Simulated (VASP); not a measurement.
A run of VASP 6.6.1 is set up as follows.

The input INCAR:

```
SYSTEM = HfC
PREC = Accurate
ENCUT = 520
EDIFF = 1E-7
ISMEAR = -1
SIGMA = 0.05
LREAL = .False.
LASPH = .True.
NELM = 100
ALGO = Normal
ISIF = 2
LWAVE = .False.
LCHARG = .False.
GGA = PE
NBANDS = 14
```

The input KPOINTS:

```
Automatic mesh
0
Gamma
  16 16 16
  0 0 0
```

Contents of POSCAR:

```
HfC
1.0
    0.0000000000      2.3713427620      2.3713427620
    2.3713427620      0.0000000000      2.3713427620
    2.3713427620      2.3713427620      0.0000000000
Hf C
1 1
Direct
    0.0000000000      0.0000000000      0.0000000000
    0.5000000000      0.5000000000      0.5000000000
```

Potentials or basis: VASP PAW PBE potentials, release 64 (Hf_pv, C).

Run with:

```bash
$ cat potpaw_PBE.64/Hf_pv/POTCAR potpaw_PBE.64/C/POTCAR > POTCAR
$ mpirun -np 1 vasp_std > vasp.out
```

**Question.** What does it give for the pressure?

**Answer.** -12.9 GPa.

**Question.** Estimate the band gap on the k mesh.

**Answer.** Zero (bands 7 and 8 overlap by 1.37 eV).

Caveat: the cell stands under tension; spin-orbit coupling is left out, which moves the levels of the heavy elements.
